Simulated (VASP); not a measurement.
Runs of VASP 6.6.1 on Si. The structure is that of space group P6/mmm (No. 191), or close to it. The cells are those of the table. 

```csv
cell,gap on the mesh (eV),pressure (GPa)
"a = 2.544, b = 2.544, c = 2.341 Å, angles 90.0, 90.0, 120.0°, 1 atom",none,21.3
"a = 2.494, b = 2.494, c = 2.436 Å, angles 90.0, 90.0, 120.0°, 1 atom",none,20.5
"a = 2.527, b = 2.527, c = 2.373 Å, angles 90.0, 90.0, 120.0°, 1 atom",none,(a)
"a = 2.562, b = 2.562, c = 2.309 Å, angles 90.0, 90.0, 120.0°, 1 atom",none,21.8
"a = 2.510, b = 2.510, c = 2.405 Å, angles 90.0, 90.0, 120.0°, 1 atom",none,(b)
```

Alike in all rows: task single point; level PBE; potentials or basis VASP PAW PBE potentials, release 64 (Si); no spin polarisation; k mesh 10 × 10 × 10; cutoff (eV) 500; smearing fermi-dirac 0.1 eV.

Problem. Fill in the values left out.

Solution. (a) 20.9; (b) 20.7.

A gap of «none» marks levels without a gap at the run's occupations.
